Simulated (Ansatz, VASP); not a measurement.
## Two plane-wave programs on HC4

```
CELL_PARAMETERS angstrom
4.93140 0.00000 0.00000
-2.46570 4.27072 0.00000
0.00000 0.00000 18.00000
ATOMIC_POSITIONS crystal
C 0.16667 0.33333 0.22222
C 0.16667 0.83333 0.22222
C 0.66667 0.33333 0.22222
C 0.66667 0.83333 0.22222
C 0.33333 0.16667 0.22222
C 0.33333 0.66667 0.22222
C 0.83333 0.16667 0.22222
C 0.83333 0.66667 0.22222
H 0.18410 0.18410 0.26500
H 0.31590 0.31590 0.26500
```

Alike in both runs: task single point; functional PBE; dispersion D3(BJ); k mesh 6 × 6 × 1; occupations gaussian, width 0.1 eV; no spin polarisation.

|  | VASP | Ansatz |
| --- | --- | --- |
| version | VASP 6.6.1 | Ansatz 0.2.0 |
| potentials or method | VASP PAW PBE potentials, release 64 (C, H), cutoff 520 eV | scalar-relativistic, plane waves, PAW |
| valence electrons in the cell | 34 | 34 |

```tsv
	VASP	Ansatz	Ansatz less VASP
gap on the k mesh at the Fermi level (eV)	none	none	-
rms of the force components (eV/Å)	5.003	4.939	-0.0632
work function, face that differs most (eV)	3.57	3.57	-0.005
```

Atom by atom the forces differ by 0.065 eV/Å (rms over components). A gap of «none» marks a metal or a gap that the smearing closes. Ansatz's warnings: structure snapped to symmetry.
